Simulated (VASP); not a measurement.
# Si5Mo in VASP: further runs, part 2 of 2

VASP 6.6.1. The steps go on from the part before.

### Step 5. Single point, PBE, collinear spin

INCAR reads:

```
PREC = Accurate
ENCUT = 520
EDIFF = 1E-7
ISMEAR = 0
SIGMA = 0.1
LREAL = False
LASPH = True
NELM = 150
ALGO = Normal
ISIF = 2
LWAVE = False
LCHARG = True
ISPIN = 2
MAGMOM = 0 0 0 0 0 1
LORBIT = 11
LMAXMIX = 4
GGA = PE
LELF = True
LVHAR = True
NBANDS = 30
```

KPOINTS reads:

```
regular mesh
0
Gamma
  4 4 4
```

POSCAR reads:

```
Si5Mo
1.0
    5.7705649010      0.0000000000      0.0000000000
    0.0000000000      5.7705649010      0.0000000000
    0.0000000000      0.0000000000      3.8322871245
Si Mo
5 1
Direct
    0.2922565931      0.2922565931      0.0000000000
    0.7077434069      0.7077434069      0.0000000000
    0.7077434069      0.2922565931      0.0000000000
    0.2922565931      0.7077434069      0.0000000000
    0.0000000000      0.0000000000      0.0000000000
    0.5000000000      0.5000000000      0.5000000000
```

Potentials or basis: VASP PAW PBE potentials, release 64 (Si, Mo_sv).

Started as:

```console
cat potpaw_PBE.64/Si/POTCAR potpaw_PBE.64/Mo_sv/POTCAR > POTCAR
mpirun -np 1 vasp_std > vasp.out
```

OUTCAR:

```text
PREC = Accurate
   ENCUT = 520
   EDIFF = 1E-7
   ISMEAR = 0
   LREAL = False
   LASPH = True
   NELM = 150
   ISIF = 2
   ISPIN = 2
   LORBIT = 11
   GGA = PE

 ion  position               nearest neighbor table
   1  0.292  0.292  0.000-   5 2.39   4 2.40   3 2.40   6 2.56   6 2.56
   2  0.708  0.708  0.000-   5 2.39   4 2.40   3 2.40   6 2.56   6 2.56
   3  0.708  0.292  0.000-   5 2.39   2 2.40   1 2.40   6 2.56   6 2.56
   4  0.292  0.708  0.000-   5 2.39   2 2.40   1 2.40   6 2.56   6 2.56
   5  0.000  0.000  0.000-   1 2.39   2 2.39   3 2.39   4 2.39
   6  0.500  0.500  0.500-   1 2.56   2 2.56   3 2.56   4 2.56   1 2.56   2 2.56   3 2.56   4 2.56

  LATTYP: Found a simple tetragonal cell.
 ALAT       =     5.7705649010
 C/A-ratio  =     0.6641095266

  Lattice vectors:

 A1 = (   5.7705649010,   0.0000000000,   0.0000000000)
 A2 = (   0.0000000000,   5.7705649010,   0.0000000000)
 A3 = (   0.0000000000,   0.0000000000,   3.8322871245)

Analysis of symmetry for initial positions (statically):
=====================================================================
 Subroutine PRICEL returns:
 Original cell was already a primitive cell.

 Routine SETGRP: Setting up the symmetry group for a
 simple tetragonal supercell.

 Subroutine GETGRP returns: Found 16 space group operations
 (whereof 16 operations were pure point group operations)
 out of a pool of 16 trial point group operations.

The static configuration has the point symmetry D_4h.

Analysis of symmetry for dynamics (positions and initial velocities):
=====================================================================
 Subroutine PRICEL returns:
 Original cell was already a primitive cell.

 Routine SETGRP: Setting up the symmetry group for a
 simple tetragonal supercell.

 Subroutine GETGRP returns: Found 16 space group operations
 (whereof 16 operations were pure point group operations)
 out of a pool of 16 trial point group operations.

[... 173 lines left out ...]
 spin component 1

 k-point     1 :       0.0000    0.0000    0.0000
  band No.  band energies     occupation
      1     -54.8874      1.00000
      2     -29.0662      1.00000
      3     -29.0319      1.00000
      4     -29.0319      1.00000
      5      -6.1678      1.00000
      6      -2.9644      1.00000
[... 565 lines left out ...]
     28      11.9501      0.00000
     29      12.7835      0.00000
 Fermi energy:         5.5876338831

 spin component 2

 k-point     1 :       0.0000    0.0000    0.0000
  band No.  band energies     occupation
      1     -54.8871      1.00000
      2     -29.0658      1.00000
      3     -29.0316      1.00000
      4     -29.0316      1.00000
      5      -6.1678      1.00000
      6      -2.9643      1.00000
[... 565 lines left out ...]
     28      11.9502      0.00000
     29      12.7835      0.00000
 [bands above 29 left out]

------------------------ aborting loop because EDIFF is reached ----------------------------------------

  FORCE on cell =-STRESS in cart. coord.  units (eV):
  Direction    XX          YY          ZZ          XY          YZ          ZX
  --------------------------------------------------------------------------------------
  -------------------------------------------------------------------------------------
  Total       -0.0053760     -0.0053760     -0.1499735      0.0000000      0.0000000     -0.0000000
  in kB       -0.0674959     -0.0674959     -1.8829133      0.0000000      0.0000000     -0.0000000
  external PRESSURE =      -0.6726350 kB  Pullay stress =       0.0000000 kB

 VOLUME and BASIS-vectors are now :
 -----------------------------------------------------------------------------
  energy-cutoff  :      520.00
  volume of cell :      127.61
      direct lattice vectors                 reciprocal lattice vectors
     5.770564901  0.000000000  0.000000000     0.173293259  0.000000000  0.000000000
     0.000000000  5.770564901  0.000000000     0.000000000  0.173293259  0.000000000
     0.000000000  0.000000000  3.832287125     0.000000000  0.000000000  0.260940782

 POSITION                                       TOTAL-FORCE (eV/Angst)
 -----------------------------------------------------------------------------------
      1.68649      1.68649      0.00000         0.000239      0.000239     -0.000000
      4.08408      4.08408      0.00000        -0.000239     -0.000239      0.000000
      4.08408      1.68649      0.00000        -0.000239      0.000239     -0.000000
      1.68649      4.08408      0.00000         0.000239     -0.000239      0.000000
      0.00000      0.00000      0.00000         0.000000      0.000000      0.000000
      2.88528      2.88528      1.91614         0.000000      0.000000      0.000000
 -----------------------------------------------------------------------------------
    total drift:                                0.000000     -0.000000     -0.000000

  FREE ENERGIE OF THE ION-ELECTRON SYSTEM (eV)
  ---------------------------------------------------
  free  energy   TOTEN  =       -34.6451096644 eV

  energy  without entropy=      -34.6164462566  energy(sigma->0) =      -34.63077796

 total charge

# of ion       s       p       d       tot
------------------------------------------
    1        0.787   0.855   0.000   1.641
    2        0.787   0.855   0.000   1.641
    3        0.787   0.855   0.000   1.641
    4        0.787   0.855   0.000   1.641
    5        0.762   0.851   0.000   1.613
    6        2.317   6.176   4.066  12.560
--------------------------------------------------
tot          6.225  10.445   4.066  20.737

 magnetization (x)

# of ion       s       p       d       tot
------------------------------------------
    1       -0.000  -0.000   0.000  -0.000
    2       -0.000  -0.000   0.000  -0.000
    3       -0.000  -0.000   0.000  -0.000
    4       -0.000  -0.000   0.000  -0.000
    5       -0.000   0.000   0.000   0.000
    6        0.000   0.000   0.001   0.001
--------------------------------------------------
tot          0.000   0.000   0.001   0.001
```

OSZICAR:

```text
N       E                     dE             d eps       ncg     rms          rms(c)
DAV:   1     0.137269139492E+03    0.13727E+03   -0.16011E+04  2456   0.951E+02
DAV:   2    -0.300508639430E+02   -0.16732E+03   -0.15895E+03  2558   0.215E+02
[... 15 lines left out ...]
DAV:  18    -0.346451342655E+02    0.60442E-04   -0.22098E-04  2262   0.783E-02    0.383E-02
DAV:  19    -0.346451098245E+02    0.24441E-04   -0.44531E-05  2626   0.288E-02    0.132E-02
DAV:  20    -0.346451089018E+02    0.92266E-06   -0.97773E-06  2538   0.133E-02    0.146E-02
DAV:  21    -0.346451097786E+02   -0.87682E-06   -0.14271E-06  2424   0.613E-03    0.534E-03
DAV:  22    -0.346451095939E+02    0.18473E-06   -0.90554E-07  2436   0.446E-03    0.239E-03
DAV:  23    -0.346451096644E+02   -0.70542E-07   -0.81292E-08  1704   0.128E-03
   1 F= -.34645110E+02 E0= -.34630778E+02  d E =-.286634E-01  mag=     0.0001
```

stdout:

```text
POSCAR found type information on POSCAR SiMo
 POSCAR found :  2 types and       6 ions
 scaLAPACK will be used
 LDA part: xc-table for (Slater+PW92), standard interpolation
 POSCAR, INCAR and KPOINTS ok, starting setup
 FFT: planning ... GRIDC
 FFT: planning ... GRID_SOFT
 FFT: planning ... GRID
 WAVECAR not read
 entering main loop
```

It took 4.3 min on 1 thread of Intel Xeon 8259CL, shared host; peak memory 0.36 GiB.

Results:

```yaml
Free_energy: -34.6451 eV
Pressure: -0.1 GPa
Band_gap_on_the_k_mesh: zero (filled and empty bands overlap)
Net_moment: 0.00 μB per cell
Valence_electrons_inside_the_program's_atomic_spheres: Si 1.64, 1.61 (each value once); Mo 12.56
```

Stress tensor (GPa, compression positive):
```
-0.01  0.00  0.00
 0.00 -0.01  0.00
 0.00  0.00 -0.19
```

Caveat: the k points lie up to 0.41 Å⁻¹ apart, too coarse for converged energies and pressures of a metal.

### Step 6. Summary

| spin | cell | k mesh | gap on the mesh (eV) | pressure (GPa) | largest force (eV/Å) |
| --- | --- | --- | --- | --- | --- |
| off | a = 5.771, b = 5.771, c = 3.832 Å, 6 atoms, atomic positions A | 4 × 4 × 4 | none | -0.1 | 0.01 |
| off | a = 6.186, b = 6.186, c = 2.977 Å, 6 atoms, atomic positions B | 6 × 6 × 12 | none | 0.1 | 0.01 |
| off | a = 6.160, b = 6.160, c = 3.005 Å, 6 atoms, atomic positions B | 8 × 8 × 10 | none | 0.0 | 0.02 |
| collinear | a = 5.771, b = 5.771, c = 3.832 Å, 6 atoms, atomic positions A | 4 × 4 × 4 | none | -0.1 | - |

Alike in all rows: task single point; level PBE; potentials or basis VASP PAW PBE potentials, release 64 (Si, Mo_sv); cutoff (eV) 520; smearing gaussian 0.1 eV.

Caveats: some runs use coarse meshes.

Total energies depend on the potentials used, so only differences within one code and one set of settings carry meaning.
